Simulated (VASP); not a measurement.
Write the native input for VASP 6.6.1 that does the following.

* Task: single point
* Functional: LDA
* Potentials or basis: VASP PAW LDA potentials, release 64 (Ga_d, P)
* Cutoff: 520 eV
* k mesh: 8 × 8 × 8
* Occupations: gaussian, width 0.02 eV
* Spin: no spin polarisation
* Dipole correction: no
* Further INCAR settings: ALGO = Normal; EDIFF = 1e-06; NBANDS = 16

The structure of GaP lies in POSCAR:

```
GaP
1.0
    0.0000000000      2.6956501113      2.6956501113
    2.6956501113      0.0000000000      2.6956501113
    2.6956501113      2.6956501113      0.0000000000
Ga P
1 1
Direct
    0.0000000000      0.0000000000      0.0000000000
    0.7500000000      0.7500000000      0.7500000000
```

One way to write it, as run:

INCAR

```
PREC = Accurate
ENCUT = 520
EDIFF = 1E-6
ISMEAR = 0
SIGMA = 0.02
LREAL = F
LASPH = T
NELM = 60
ALGO = Normal
ISIF = 2
LWAVE = F
LCHARG = F
NBANDS = 16
```

KPOINTS

```
regular mesh
0
Gamma
  8 8 8
```

Potentials or basis: VASP PAW LDA potentials, release 64 (Ga_d, P).

Launch:

```console
$ cat potpaw_LDA.64/Ga_d/POTCAR potpaw_LDA.64/P/POTCAR > POTCAR
$ mpirun -np 1 vasp_std > vasp.out
```

It gave:

```
Pressure               : 0.1 GPa
Band gap on the k mesh : 1.43 eV, indirect (least direct gap 1.91 eV)
```

Wall time 6.3 s on 1 thread of Intel(R) Xeon(R) 6975P-C (Granite Rapids), with other jobs on the host, peak memory 0.14 GiB.
